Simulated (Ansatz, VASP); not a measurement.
Pt: VASP beside Ansatz

INCAR

```
PREC = Accurate
ENCUT = 520
EDIFF = 1E-6
ISMEAR = 0
SIGMA = 0.15
LREAL = False
LASPH = True
NELM = 100
ALGO = Fast
ISIF = 2
LWAVE = False
LCHARG = False
GGA = PE
NBANDS = 11
```

File KPOINTS:

```
regular mesh
0
Gamma
  20 20 20
```

The input POSCAR:

```
Pt
1.0
    0.0000000000      1.9089525000      2.0557950000
    1.9089525000      0.0000000000      2.0557950000
    1.9089525000      1.9089525000      0.0000000000
Pt
1
Direct
    0.0000000000      0.0000000000      0.0000000000
```

Input for Ansatz:

```yaml
crystal:
  lattice:
    - [0.0, 1.9089525, 2.055795]
    - [1.9089525, 0.0, 2.055795]
    - [1.9089525, 1.9089525, 0.0]
  atoms:
    - { symbol: Pt, position: [0.0, 0.0, 0.0] }
basis:
  ecutwfc: 420
kpoints:
  mp_grid: { grid: [20, 20, 20] }
hamiltonian:
  xc: pbe
scf:
  occupations: { method: gaussian, width: 0.15 }
output:
  forces: true
  stress: true
  eigenvalues: true
```

Change from the starting cell: strain -0.025 along x and y, +0.050 along z, atoms carried along.

Alike in both runs: task single point; functional PBE; k mesh 20 × 20 × 20; occupations gaussian, width 0.15 eV; no spin polarisation.

```csv
,VASP,Ansatz
version,VASP 6.6.1,Ansatz 0.2.0
potentials or method,"VASP PAW PBE potentials, release 64 (Pt), cutoff 520 eV","scalar-relativistic, plane waves, PAW"
valence electrons in the cell,10,18
```

```tsv
	VASP	Ansatz	Ansatz less VASP
gap on the k mesh at the Fermi level (eV)	none	none	-
pressure (GPa)	12.3	12.9	+0.56
traceless stress, the component that is largest in VASP (GPa)	-6.39	-6.45	-0.055
```

A gap of «none» marks a metal or a gap that the smearing closes. The functional is the same, so the differences come from potentials, cutoffs and numerics. VASP's potentials hold 10 valence electrons a cell and Ansatz's 18, so a difference there can come from the potentials and not from the codes.

Neither program's run includes spin-orbit coupling.
